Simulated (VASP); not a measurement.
# NaF (I4/mmm) in VASP: a series of runs

The runs below take NaF through single point, with PBE.

All numbers are computed with VASP 6.6.1; they aren't measurements. Logs are shortened: lines on timing, memory, paths and dates and some standing lists are left out, and cuts for length are marked.

### 1 The cell of the first run

Symmetry: I4/mmm, No. 139, tetragonal system. Conventional cell: a = 3.335 Å, b = 3.335 Å, c = 4.786 Å, α = 90.00°, β = 90.00°, γ = 90.00°. Within 3.1 Å of Na (site symmetry 4/mmm) lie 6 F at 2.36 to 2.39 Å. Within 3.1 Å of F (site symmetry 4/mmm) lie 6 Na at 2.36 to 2.39 Å.

### 2 Single point, PBE (strain +0.015 along x and y, +0.030 along z)

INCAR reads:

```
PREC = Accurate
ENCUT = 520
EDIFF = 1E-6
ISMEAR = 0
SIGMA = 0.05
LREAL = False
LASPH = True
NELM = 60
ALGO = Normal
ISIF = 2
LWAVE = False
LCHARG = False
GGA = PE
NBANDS = 14
```

KPOINTS reads:

```
Automatic mesh
0
Gamma
  8 8 8
```

POSCAR reads:

```
NaF
1.0
    0.0000000000      2.3581495000      2.3929990000
    2.3581495000      0.0000000000      2.3929990000
    2.3581495000      2.3581495000      0.0000000000
Na F
1 1
Direct
    0.0000000000      0.0000000000      0.0000000000
    0.5000000000      0.5000000000      0.5000000000
```

Potentials or basis: VASP PAW PBE potentials, release 64 (Na_pv, F).

Started as:

```console
cat potpaw_PBE.64/Na_pv/POTCAR potpaw_PBE.64/F/POTCAR > POTCAR
mpirun -np 1 vasp_std > vasp.out
```

OUTCAR:

```text
PREC = Accurate
   ENCUT = 520
   EDIFF = 1E-6
   ISMEAR = 0
   LREAL = False
   LASPH = True
   NELM = 60
   ISIF = 2
   GGA = PE

 ion  position               nearest neighbor table
   1  0.000  0.000  0.000-
   2  0.500  0.500  0.500-

  LATTYP: Found a body centered tetragonal cell.
 ALAT       =     3.3349270050
 C/A-ratio  =     1.4351132702

  Lattice vectors:

 A1 = (  -2.3581495000,   0.0000000000,   2.3929990000)
 A2 = (   2.3581495000,   0.0000000000,   2.3929990000)
 A3 = (   0.0000000000,   2.3581495000,  -2.3929990000)

Analysis of symmetry for initial positions (statically):
=====================================================================
 Subroutine PRICEL returns:
 Original cell was already a primitive cell.

 Routine SETGRP: Setting up the symmetry group for a
 body centered tetragonal supercell.

 Subroutine GETGRP returns: Found 16 space group operations
 (whereof 16 operations were pure point group operations)
 out of a pool of 16 trial point group operations.

The static configuration has the point symmetry D_4h.

Analysis of symmetry for dynamics (positions and initial velocities):
=====================================================================
 Subroutine PRICEL returns:
 Original cell was already a primitive cell.

 Routine SETGRP: Setting up the symmetry group for a
 body centered tetragonal supercell.

 Subroutine GETGRP returns: Found 16 space group operations
 (whereof 16 operations were pure point group operations)
 out of a pool of 16 trial point group operations.

The dynamic configuration has the point symmetry D_4h.

 Subroutine INISYM returns: Found 16 space group operations
 (whereof 16 operations are pure point group operations),
 and found     1 'primitive' translations

----------------------------------------------------------------------------------------

                                     Primitive cell

  volume of cell :      26.6143

  direct lattice vectors                    reciprocal lattice vectors
     0.000000000  2.358149500  2.392999000    -0.212030662  0.212030662  0.208942837
     2.358149500  0.000000000  2.392999000     0.212030662 -0.212030662  0.208942837
     2.358149500  2.358149500  0.000000000     0.212030662  0.212030662 -0.208942837

  length of vectors
     3.359659697  3.359659697  3.334927005     0.365473819  0.365473819  0.365473819

  position of ions in fractional coordinates (direct lattice)
     0.000000000  0.000000000  0.000000000
     0.500000000  0.500000000  0.500000000

  ion indices of the primitive-cell ions
   primitive index   ion index
                 1           1
                 2           2

----------------------------------------------------------------------------------------

 KPOINTS: Automatic mesh

Automatic generation of k-mesh.
 Grid dimensions read from file:
 generate k-points for:    8    8    8

 Generating k-lattice:

  Cartesian coordinates                     Fractional coordinates (reciprocal lattice)
    -0.026503833  0.026503833  0.026117855     0.125000000  0.000000000  0.000000000
     0.026503833 -0.026503833  0.026117855     0.000000000  0.125000000  0.000000000
     0.026503833  0.026503833 -0.026117855     0.000000000  0.000000000  0.125000000

  Length of vectors
     0.045684227  0.045684227  0.045684227

  Shift w.r.t. Gamma in fractional coordinates (k-lattice)
     0.000000000  0.000000000  0.000000000

 Subroutine IBZKPT returns following result:
 ===========================================

 Found     59 irreducible k-points:

 Following reciprocal coordinates:
            Coordinates               Weight
  0.000000  0.000000  0.000000      1.000000
  0.125000 -0.000000  0.000000      8.000000
  0.250000 -0.000000  0.000000      8.000000
  0.375000 -0.000000  0.000000      8.000000
  0.500000 -0.000000  0.000000      4.000000
  0.125000  0.125000  0.000000      2.000000
[... 16 lines left out ...]
  0.250000 -0.000000  0.125000     16.000000
  0.375000 -0.000000  0.125000     16.000000
 [... further k-points ...]
   k-points           NKPTS =     59   k-points in BZ     NKDIM =     59   number of bands    NBANDS=     14
   number of dos      NEDOS =    301   number of ions     NIONS =      2
   total plane-waves  NPLWV =  21952
   dimension x,y,z NGX =    28 NGY =   28 NGZ =   28
   dimension x,y,z NGXF=    56 NGYF=   56 NGZF=   56
   ions per type =               1   1
   NGX,Y,Z   is equivalent  to a cutoff of  13.86, 13.86, 13.96 a.u.
   NGXF,Y,Z  is equivalent  to a cutoff of  27.71, 27.71, 27.92 a.u.
 SYSTEM =  unknown system
   PREC   = accura    normal or accurate (medium, high low for compatibility)
   ISTART =      0    job   : 0-new  1-cont  2-samecut
   ICHARG =      2    charge: 1-file 2-atom 10-const
   ISPIN  =      1    spin polarized calculation?
   LNONCOLLINEAR =      F non collinear calculations
   LSORBIT =      F    spin-orbit coupling
   LASPH  =      T    aspherical Exc in radial PAW
   ENCUT  =  520.0 eV  38.22 Ry    6.18 a.u.   6.25  6.25  6.20*2*pi/ulx,y,z
   NELM   =     60;   NELMIN=  2; NELMDL= -5     # of ELM steps
   EDIFF  = 0.1E-05   stopping-criterion for ELM
   LREAL  =      F    real-space projection
   EDIFFG = 0.1E-04   stopping-criterion for IOM
   NSW    =      0    number of steps for IOM
   IBRION =     -1    ionic relax: 0-MD 1-quasi-New 2-CG
   NFREE  =      0    steps in history (QN), initial steepest desc. (CG)
   ISIF   =      2    stress and relaxation
   ISYM   =      2    0-nonsym 1-usesym 2-fastsym
   POTIM  = 0.5000    time-step for ionic-motion
   TEBEG  =    0.0;   TEEND  =   0.0 temperature during run
   PSTRESS=    0.0 pullay stress
   NELECT =      14.0000    total number of electrons
   NUPDOWN=      -1.0000    fix difference up-down
   EMIN   =  10.00;   EMAX   =-10.00  energy-range for DOS
   EFERMI =   0.00;   METHOD = LEGACY
   ISMEAR =     0;   SIGMA  =   0.05  broadening in eV -4-tet -1-fermi 0-gaus
   EFERMI_NEDOS =   21; number of points for ismear=-14 and -15
   IALGO  =     38    algorithm
   IMIX   =      4    mixing-type and parameters
     AMIX     =   0.40;   BMIX     =  1.00
     AMIX_MAG =   1.60;   BMIX_MAG =  1.00
  volume/ion in A,a.u.               =      13.31        89.80
  Fermi-wavevector in a.u.,A,eV,Ry     =   1.321536  2.497342 23.762008  1.746458
  Thomas-Fermi vector in A             =   2.451283
   LORBIT       =      0    0 simple, 1 ext, 2 COOP (PROOUT), +10 PAW based schemes
   GGA     = PE    functional components
   LHFCALC =     F    Hartree Fock is set to
   AEXX    =    0.0000 exact exchange contribution
   IVDW    =     0    specifies the selected vdW correction
   LEPSILON=     F    determine dielectric tensor
   LRPA    =     F    only Hartree local field effects (RPA)
 non-spin polarized calculation
 Gauss-broadening in eV      SIGMA  =   0.05
  energy-cutoff  :      520.00
  volume of cell :       26.61
 maximum number of plane-waves:       732
 NGX is ok and might be reduce to    28
   NGX = 13   NGY = 13   NGZ = 13

 number of electron      13.9999991 magnetization

 Free energy of the ion-electron system (eV)
  ---------------------------------------------------
  ext. energy  EPLUGINS =         0.00000000
  ---------------------------------------------------
  free energy    TOTEN  =        -8.56707184 eV

  energy without entropy =       -8.56707184  energy(sigma->0) =       -8.56707184

 E-fermi :  -2.1284     XC(G=0):  -8.8382

 val. band max:       -2.3608108406   @ k =   0.0000   0.0000   0.0000
 cond. band min:       3.5862078449   @ k =   0.0000   0.0000   0.0000
 fundamental gap:      5.9470186855
 Fermi energy:        -2.1283684417

 k-point     1 :       0.0000    0.0000    0.0000
  band No.  band energies     occupation
      1     -21.5196      2.00000
      2     -21.5136      2.00000
      3     -21.5136      2.00000
      4     -21.4299      2.00000
      5      -2.3636      2.00000
      6      -2.3636      2.00000
      7      -2.3608      2.00000
      8       3.5862      0.00000
      9      16.0668      0.00000
     10      16.1644      0.00000
     11      16.1644      0.00000
     12      18.8589      0.00000
     13      20.7573      0.00000
     14      21.1627      0.00000

 k-point     2 :       0.1250   -0.0000    0.0000
  band No.  band energies     occupation
      1     -21.7404      2.00000
      2     -21.5196      2.00000
      3     -21.5149      2.00000
      4     -21.1876      2.00000
      5      -2.6330      2.00000
      6      -2.3959      2.00000
      7      -2.3958      2.00000
      8       4.1070      0.00000
      9      14.4308      0.00000
     10      16.3001      0.00000
     11      16.3809      0.00000
     12      20.1429      0.00000
     13      20.5026      0.00000
     14      20.5918      0.00000

 k-point     3 :       0.2500   -0.0000    0.0000
  band No.  band energies     occupation
      1     -21.9512      2.00000
      2     -21.5237      2.00000
      3     -21.5180      2.00000
      4     -20.9358      2.00000
      5      -3.1817      2.00000
      6      -2.4772      2.00000
      7      -2.4730      2.00000
      8       5.3766      0.00000
      9      12.3457      0.00000
     10      16.7085      0.00000
     11      16.8501      0.00000
     12      19.5006      0.00000
     13      19.7887      0.00000
     14      20.9803      0.00000

 k-point     4 :       0.3750   -0.0000    0.0000
  band No.  band energies     occupation
      1     -22.0869      2.00000
      2     -21.5279      2.00000
      3     -21.5210      2.00000
      4     -20.7587      2.00000
      5      -3.6392      2.00000
      6      -2.5570      2.00000
      7      -2.5489      2.00000
      8       6.9215      0.00000
      9      10.6178      0.00000
     10      16.8945      0.00000
     11      17.1258      0.00000
     12      19.4903      0.00000
     13      19.7117      0.00000
     14      20.5541      0.00000

 k-point     5 :       0.5000   -0.0000    0.0000
  band No.  band energies     occupation
      1     -22.1334      2.00000
      2     -21.5296      2.00000
      3     -21.5223      2.00000
      4     -20.6946      2.00000
      5      -3.8107      2.00000
      6      -2.5896      2.00000
      7      -2.5799      2.00000
      8       8.0082      0.00000
      9       9.5373      0.00000
     10      16.8904      0.00000
     11      17.1543      0.00000
[... 276 lines left out ...]
 k-point    22 :       0.1250    0.0000    0.1250
  band No.  band energies     occupation
      1     -21.7611      2.00000
      2     -21.5255      2.00000
      3     -21.5201      2.00000
      4     -21.1526      2.00000
      5      -2.6770      2.00000
      6      -2.4258      2.00000
      7      -2.4197      2.00000
      8       4.2747      0.00000
      9      14.2950      0.00000
     10      16.1444      0.00000
     11      16.1938      0.00000
     12      19.1471      0.00000
     13      21.2518      0.00000
     14      21.5698      0.00000

 k-point    23 :       0.2500   -0.0000    0.1250
  band No.  band energies     occupation
      1     -21.8972      2.00000
      2     -21.5302      2.00000
      3     -21.5240      2.00000
      4     -20.9860      2.00000
      5      -3.0679      2.00000
      6      -2.5010      2.00000
      7      -2.4954      2.00000
      8       5.2793      0.00000
      9      12.7448      0.00000
     10      16.3323      0.00000
     11      16.4095      0.00000
     12      17.9997      0.00000
     13      21.1268      0.00000
     14      22.6625      0.00000

 k-point    24 :       0.3750   -0.0000    0.1250
  band No.  band energies     occupation
      1     -22.0189      2.00000
      2     -21.5343      2.00000
      3     -21.5279      2.00000
      4     -20.8284      2.00000
      5      -3.4830      2.00000
      6      -2.6079      2.00000
      7      -2.5744      2.00000
      8       6.7359      0.00000
      9      11.1530      0.00000
     10      16.0822      0.00000
     11      16.5821      0.00000
     12      17.9761      0.00000
     13      20.8180      0.00000
     14      22.4942      0.00000

 [... further k-points ...]

------------------------ aborting loop because EDIFF is reached ----------------------------------------

  FORCE on cell =-STRESS in cart. coord.  units (eV):
  Direction    XX          YY          ZZ          XY          YZ          ZX
  --------------------------------------------------------------------------------------
  -------------------------------------------------------------------------------------
  Total       -0.1488315     -0.1488315     -0.2917195      0.0000000      0.0000000     -0.0000000
  in kB       -8.9596333     -8.9596333    -17.5614698      0.0000000      0.0000000     -0.0000000
  external PRESSURE =     -11.8269121 kB  Pullay stress =       0.0000000 kB

 VOLUME and BASIS-vectors are now :
 -----------------------------------------------------------------------------
  energy-cutoff  :      520.00
  volume of cell :       26.61
      direct lattice vectors                 reciprocal lattice vectors
     0.000000000  2.358149500  2.392999000    -0.212030662  0.212030662  0.208942837
     2.358149500  0.000000000  2.392999000     0.212030662 -0.212030662  0.208942837
     2.358149500  2.358149500  0.000000000     0.212030662  0.212030662 -0.208942837

 POSITION                                       TOTAL-FORCE (eV/Angst)
 -----------------------------------------------------------------------------------
      0.00000      0.00000      0.00000        -0.000000     -0.000000      0.000000
      2.35815      2.35815      2.39300         0.000000      0.000000     -0.000000
 -----------------------------------------------------------------------------------
    total drift:                                0.000000      0.000000      0.000000

  FREE ENERGIE OF THE ION-ELECTRON SYSTEM (eV)
  ---------------------------------------------------
  free  energy   TOTEN  =        -8.5670718358 eV

  energy  without entropy=       -8.5670718358  energy(sigma->0) =       -8.56707184
```

Wall time 11 s (1 thread of Intel Xeon 6975P-C (Granite Rapids), shared host); peak memory 0.15 GiB.

What came out:

```
Free energy            : -8.5671 eV
Pressure               : -1.2 GPa
Band gap on the k mesh : 5.95 eV, direct
```

Stress tensor (GPa, compression positive):
```
-0.90  0.00  0.00
 0.00 -0.90  0.00
 0.00  0.00 -1.76
```

Levels at points of the mesh, in eV from the valence-band top:
```tsv
k point	band 3	band 4	band 5	band 6	band 7	band 8	band 9	band 10	band 11	band 12
(0.00, 0.00, 0.00)	-19.15	-19.07	0.00	0.00	0.00	5.95	18.43	18.53	18.53	21.22
(0.50, 0.00, 0.00)	-19.16	-18.33	-1.45	-0.23	-0.22	10.37	11.90	19.25	19.52	22.00
(0.50, 0.50, 0.00)	-19.19	-18.86	-1.19	-0.36	-0.36	12.47	12.91	13.16	19.02	19.02
(0.50, 0.00, 0.50)	-19.20	-18.86	-1.17	-0.39	-0.37	12.67	12.97	13.02	18.78	18.92
```

Caveat: the cell differs from its parent crystal (strain +0.015 along x and y, +0.030 along z).

### 3 Single point, PBE (strain +0.030 along x and y, +0.015 along z)

INCAR reads:

```
SYSTEM = NaF
PREC = Accurate ; ENCUT = 520
EDIFF = 1E-7 ; ISMEAR = 0
SIGMA = 0.05 ; LREAL = .False.
LASPH = .True. ; NELM = 80
ALGO = Normal ; ISIF = 2
LWAVE = .False. ; LCHARG = .False.
GGA = PE ; NBANDS = 14
```

KPOINTS reads:

```
Automatic mesh
0
Gamma
  8 8 8
  0 0 0
```

POSCAR reads:

```
NaF
1.0
    0.0000000000      2.3929990000      2.3581495000
    2.3929990000      0.0000000000      2.3581495000
    2.3929990000      2.3929990000      0.0000000000
Na F
1 1
Direct
    0.0000000000      0.0000000000      0.0000000000
    0.5000000000      0.5000000000      0.5000000000
```

Potentials or basis: VASP PAW PBE potentials, release 64 (Na_pv, F).

Started as:

```console
cat potpaw_PBE.64/Na_pv/POTCAR potpaw_PBE.64/F/POTCAR > POTCAR
mpirun -np 1 vasp_std > vasp.out
```

It took 15 s on 1 thread of Intel Xeon 6975P-C (Granite Rapids), shared host; peak memory 0.15 GiB.

The run converged. Its results:

```yaml
Free_energy: -8.5641 eV
Pressure: -1.7 GPa
Band_gap_on_the_k_mesh: 5.88 eV, direct
```

Stress tensor (GPa, compression positive):
```
-2.00  0.00  0.00
 0.00 -2.00  0.00
 0.00  0.00 -1.17
```

Levels at points of the mesh, in eV from the valence-band top:
```
           k point  band 4  band 5  band 6  band 7  band 8  band 9  band 10  band 11
(0.00, 0.00, 0.00)  -19.05    0.00    0.00    0.00    5.88   18.36    18.36    18.45
(0.50, 0.00, 0.00)  -18.36   -1.42   -0.22   -0.21   10.28   11.78    19.10    19.36
(0.50, 0.50, 0.00)  -18.84   -1.14   -0.38   -0.38   12.62   12.85    12.92    18.61
(0.50, 0.00, 0.50)  -18.85   -1.16   -0.37   -0.35   12.43   12.79    13.06    18.72
```

Caveat: the cell differs from its parent crystal (strain +0.030 along x and y, +0.015 along z).
